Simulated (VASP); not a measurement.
# Pb (Fm-3m) in VASP: single point with PBE

Aim: the single point of Pb with PBE.

All numbers are computed with VASP 6.6.1; they aren't measurements. Logs are shortened: lines on timing, memory, paths and dates and some standing lists are left out, and cuts for length are marked.

### Step 1. The cell of the first run

It takes space group Fm-3m (No. 225, cubic). Conventional cell: a = 4.950 Å, b = 4.950 Å, c = 4.950 Å, α = 90.00°, β = 90.00°, γ = 90.00°. Pb (site symmetry m-3m) has 12 Pb at 3.50 Å within 4.6 Å.

### Step 2. Single point, PBE

INCAR

```
PREC = Accurate ; ENCUT = 520
EDIFF = 1E-6 ; ISMEAR = 0
SIGMA = 0.05 ; LREAL = F
LASPH = T ; NELM = 80
ALGO = Normal ; ISIF = 2
LWAVE = F ; LCHARG = F
GGA = PE ; NBANDS = 13
```

KPOINTS

```
regular mesh
0
Gamma
  12 12 12
```

POSCAR

```
Pb
1.0
    0.0000000000      2.4749988096      2.4749988096
    2.4749988096      0.0000000000      2.4749988096
    2.4749988096      2.4749988096      0.0000000000
Pb
1
Direct
    0.0000000000      0.0000000000      0.0000000000
```

Potentials or basis: VASP PAW PBE potentials, release 64 (Pb_d).

Run with:

```sh
$ cat potpaw_PBE.64/Pb_d/POTCAR > POTCAR
$ mpirun -np 1 vasp_std > vasp.out
```

OUTCAR:

```text
PREC = Accurate
   ENCUT = 520
   EDIFF = 1E-6
   ISMEAR = 0
   LREAL = F
   LASPH = T
   NELM = 80
   ISIF = 2
   GGA = PE

 ion  position               nearest neighbor table
   1  0.000  0.000  0.000-

  LATTYP: Found a face centered cubic cell.
 ALAT       =     4.9499976192

  Lattice vectors:

 A1 = (   0.0000000000,   2.4749988096,   2.4749988096)
 A2 = (   2.4749988096,   0.0000000000,   2.4749988096)
 A3 = (   2.4749988096,   2.4749988096,   0.0000000000)

Analysis of symmetry for initial positions (statically):
=====================================================================
 Subroutine PRICEL returns:
 Original cell was already a primitive cell.

 Routine SETGRP: Setting up the symmetry group for a
 face centered cubic supercell.

 Subroutine GETGRP returns: Found 48 space group operations
 (whereof 48 operations were pure point group operations)
 out of a pool of 48 trial point group operations.

The static configuration has the point symmetry O_h .

Analysis of symmetry for dynamics (positions and initial velocities):
=====================================================================
 Subroutine PRICEL returns:
 Original cell was already a primitive cell.

 Routine SETGRP: Setting up the symmetry group for a
 face centered cubic supercell.

 Subroutine GETGRP returns: Found 48 space group operations
 (whereof 48 operations were pure point group operations)
 out of a pool of 48 trial point group operations.

The dynamic configuration has the point symmetry O_h .

 Subroutine INISYM returns: Found 48 space group operations
 (whereof 48 operations are pure point group operations),
 and found     1 'primitive' translations

----------------------------------------------------------------------------------------

                                     Primitive cell

  volume of cell :      30.3218

  direct lattice vectors                    reciprocal lattice vectors
     0.000000000  2.474998810  2.474998810    -0.202020299  0.202020299  0.202020299
     2.474998810  0.000000000  2.474998810     0.202020299 -0.202020299  0.202020299
     2.474998810  2.474998810  0.000000000     0.202020299  0.202020299 -0.202020299

  length of vectors
     3.500176883  3.500176883  3.500176883     0.349909422  0.349909422  0.349909422

  position of ions in fractional coordinates (direct lattice)
     0.000000000  0.000000000  0.000000000

  ion indices of the primitive-cell ions
   primitive index   ion index
                 1           1

----------------------------------------------------------------------------------------

 KPOINTS: regular mesh

Automatic generation of k-mesh.
 Grid dimensions read from file:
 generate k-points for:   12   12   12

 Generating k-lattice:

  Cartesian coordinates                     Fractional coordinates (reciprocal lattice)
    -0.016835025  0.016835025  0.016835025     0.083333333  0.000000000  0.000000000
     0.016835025 -0.016835025  0.016835025     0.000000000  0.083333333  0.000000000
     0.016835025  0.016835025 -0.016835025     0.000000000  0.000000000  0.083333333

  Length of vectors
     0.029159119  0.029159119  0.029159119

  Shift w.r.t. Gamma in fractional coordinates (k-lattice)
     0.000000000  0.000000000  0.000000000

 Subroutine IBZKPT returns following result:
 ===========================================

 Found     72 irreducible k-points:

 Following reciprocal coordinates:
            Coordinates               Weight
  0.000000  0.000000  0.000000      1.000000
  0.083333  0.000000  0.000000      8.000000
  0.166667  0.000000  0.000000      8.000000
  0.250000  0.000000  0.000000      8.000000
  0.333333  0.000000  0.000000      8.000000
  0.416667  0.000000  0.000000      8.000000
[... 16 lines left out ...]
  0.500000  0.166667  0.000000     24.000000
 -0.416667  0.166667  0.000000     24.000000
 [... further k-points ...]
   k-points           NKPTS =     72   k-points in BZ     NKDIM =     72   number of bands    NBANDS=     13
   number of dos      NEDOS =    301   number of ions     NIONS =      1
   total plane-waves  NPLWV =  21952
   dimension x,y,z NGX =    28 NGY =   28 NGZ =   28
   dimension x,y,z NGXF=    56 NGYF=   56 NGZF=   56
   ions per type =               1
   NGX,Y,Z   is equivalent  to a cutoff of  13.30, 13.30, 13.30 a.u.
   NGXF,Y,Z  is equivalent  to a cutoff of  26.60, 26.60, 26.60 a.u.
 SYSTEM =  unknown system
   PREC   = accura    normal or accurate (medium, high low for compatibility)
   ISTART =      0    job   : 0-new  1-cont  2-samecut
   ICHARG =      2    charge: 1-file 2-atom 10-const
   ISPIN  =      1    spin polarized calculation?
   LNONCOLLINEAR =      F non collinear calculations
   LSORBIT =      F    spin-orbit coupling
   LASPH  =      T    aspherical Exc in radial PAW
   ENCUT  =  520.0 eV  38.22 Ry    6.18 a.u.   6.51  6.51  6.51*2*pi/ulx,y,z
   NELM   =     80;   NELMIN=  2; NELMDL= -5     # of ELM steps
   EDIFF  = 0.1E-05   stopping-criterion for ELM
   LREAL  =      F    real-space projection
   EDIFFG = 0.1E-04   stopping-criterion for IOM
   NSW    =      0    number of steps for IOM
   IBRION =     -1    ionic relax: 0-MD 1-quasi-New 2-CG
   NFREE  =      0    steps in history (QN), initial steepest desc. (CG)
   ISIF   =      2    stress and relaxation
   ISYM   =      2    0-nonsym 1-usesym 2-fastsym
   POTIM  = 0.5000    time-step for ionic-motion
   TEBEG  =    0.0;   TEEND  =   0.0 temperature during run
   PSTRESS=    0.0 pullay stress
   NELECT =      14.0000    total number of electrons
   NUPDOWN=      -1.0000    fix difference up-down
   EMIN   =  10.00;   EMAX   =-10.00  energy-range for DOS
   EFERMI =   0.00;   METHOD = LEGACY
   ISMEAR =     0;   SIGMA  =   0.05  broadening in eV -4-tet -1-fermi 0-gaus
   EFERMI_NEDOS =   21; number of points for ismear=-14 and -15
   IALGO  =     38    algorithm
   IMIX   =      4    mixing-type and parameters
     AMIX     =   0.40;   BMIX     =  1.00
     AMIX_MAG =   1.60;   BMIX_MAG =  1.00
  volume/ion in A,a.u.               =      30.32       204.62
  Fermi-wavevector in a.u.,A,eV,Ry     =   1.265317  2.391102 21.783280  1.601026
  Thomas-Fermi vector in A             =   2.398576
   LORBIT       =      0    0 simple, 1 ext, 2 COOP (PROOUT), +10 PAW based schemes
   GGA     = PE    functional components
   LHFCALC =     F    Hartree Fock is set to
   AEXX    =    0.0000 exact exchange contribution
   IVDW    =     0    specifies the selected vdW correction
   LEPSILON=     F    determine dielectric tensor
   LRPA    =     F    only Hartree local field effects (RPA)
 non-spin polarized calculation
 Gauss-broadening in eV      SIGMA  =   0.05
  energy-cutoff  :      520.00
  volume of cell :       30.32
 maximum number of plane-waves:       869
 NGX is ok and might be reduce to    28
   NGX = 13   NGY = 13   NGZ = 13

 number of electron      13.9999999 magnetization

 Free energy of the ion-electron system (eV)
  ---------------------------------------------------
  ext. energy  EPLUGINS =         0.00000000
  ---------------------------------------------------
  free energy    TOTEN  =        -3.53716118 eV

  energy without entropy =       -3.53567142  energy(sigma->0) =       -3.53641630

 E-fermi :   7.3206     XC(G=0): -10.1831

 val. band max:        7.3181509537   @ k =  -0.2500   0.0833   0.0000
 cond. band min:       7.3872524700   @ k =  -0.4167   0.4167   0.0833
 fundamental gap:      0.0691015163
 Fermi energy:         7.3206385961

 k-point     1 :       0.0000    0.0000    0.0000
  band No.  band energies     occupation
      1      -9.7823      2.00000
      2      -9.7823      2.00000
      3      -9.7823      2.00000
      4      -9.6424      2.00000
      5      -9.6424      2.00000
      6      -4.4695      2.00000
      7      14.7033      0.00000
      8      14.7033      0.00000
      9      14.7033      0.00000
     10      17.0468      0.00000
     11      18.6249      0.00000
     12      19.7692      0.00000
     13      19.7692      0.00000

 k-point     2 :       0.0833    0.0000    0.0000
  band No.  band energies     occupation
      1      -9.7825      2.00000
      2      -9.7724      2.00000
      3      -9.7724      2.00000
      4      -9.6429      2.00000
      5      -9.6429      2.00000
      6      -4.3358      2.00000
      7      13.1710      0.00000
      8      14.5374      0.00000
      9      14.5374      0.00000
     10      16.7680      0.00000
     11      19.2813      0.00000
     12      20.0653      0.00000
     13      20.0653      0.00000

 k-point     3 :       0.1667    0.0000    0.0000
  band No.  band energies     occupation
      1      -9.7846      2.00000
      2      -9.7528      2.00000
      3      -9.7528      2.00000
      4      -9.6367      2.00000
      5      -9.6367      2.00000
      6      -3.9343      2.00000
      7      10.5868      0.00000
      8      14.1362      0.00000
      9      14.1362      0.00000
     10      16.4561      0.00000
     11      19.8893      0.00000
     12      20.4299      0.00000
     13      20.4315      0.00000
[... 305 lines left out ...]
 k-point    23 :       0.5000    0.1667    0.0000
  band No.  band energies     occupation
      1      -9.8156      2.00000
      2      -9.7439      2.00000
      3      -9.7055      2.00000
      4      -9.5795      2.00000
      5      -9.5039      2.00000
      6      -0.7309      2.00000
      7       3.9791      2.00000
      8       9.9691      0.00000
      9      11.6003      0.00000
     10      14.8646      0.00000
     11      19.6006      0.00000
     12      20.4034      0.00000
     13      21.5602      0.00000

 k-point    24 :      -0.4167    0.1667    0.0000
  band No.  band energies     occupation
      1      -9.8022      2.00000
      2      -9.7458      2.00000
      3      -9.7113      2.00000
      4      -9.5606      2.00000
      5      -9.5252      2.00000
      6      -0.5595      2.00000
      7       3.7349      2.00000
      8       9.5110      0.00000
      9      12.0367      0.00000
     10      15.1173      0.00000
     11      19.1813      0.00000
     12      19.9755      0.00000
     13      22.3932      0.00000

 [... further k-points ...]

------------------------ aborting loop because EDIFF is reached ----------------------------------------

  FORCE on cell =-STRESS in cart. coord.  units (eV):
  Direction    XX          YY          ZZ          XY          YZ          ZX
  --------------------------------------------------------------------------------------
  -------------------------------------------------------------------------------------
  Total        0.5083875      0.5083875      0.5083875     -0.0000000     -0.0000000      0.0000000
  in kB       26.8627476     26.8627476     26.8627476     -0.0000000     -0.0000000      0.0000000
  external PRESSURE =      26.8627476 kB  Pullay stress =       0.0000000 kB

 VOLUME and BASIS-vectors are now :
 -----------------------------------------------------------------------------
  energy-cutoff  :      520.00
  volume of cell :       30.32
      direct lattice vectors                 reciprocal lattice vectors
     0.000000000  2.474998810  2.474998810    -0.202020299  0.202020299  0.202020299
     2.474998810  0.000000000  2.474998810     0.202020299 -0.202020299  0.202020299
     2.474998810  2.474998810  0.000000000     0.202020299  0.202020299 -0.202020299

 POSITION                                       TOTAL-FORCE (eV/Angst)
 -----------------------------------------------------------------------------------
      0.00000      0.00000      0.00000         0.000000     -0.000000      0.000000
 -----------------------------------------------------------------------------------
    total drift:                               -0.000000     -0.000000     -0.000000

  FREE ENERGIE OF THE ION-ELECTRON SYSTEM (eV)
  ---------------------------------------------------
  free  energy   TOTEN  =        -3.5371611777 eV

  energy  without entropy=       -3.5356714153  energy(sigma->0) =       -3.53641630
```

Wall time 28 s (1 thread of Intel Xeon 8259CL, shared host); peak memory 0.17 GiB.

What came out:

```
Free energy            : -3.5372 eV
Pressure               : 2.7 GPa
Band gap on the k mesh : zero (bands 7 and 8 overlap by 8.96 eV)
```

Levels at points of the mesh, in eV from the Fermi level:
```tsv
k point	band 3	band 4	band 5	band 6	band 7	band 8	band 9	band 10	band 11	band 12
(0.00, 0.00, 0.00)	-17.10	-16.96	-16.96	-11.79	7.38	7.38	7.38	9.73	11.30	12.45
(0.50, 0.00, 0.00)	-17.09	-16.83	-16.83	-8.16	-4.24	5.55	5.55	9.20	9.43	11.17
(0.50, 0.50, 0.00)	-16.84	-16.79	-16.79	-6.75	-3.31	2.01	2.01	5.34	6.61	18.22
```

Caveat: spin-orbit coupling is left out, which moves the levels of the heavy elements.
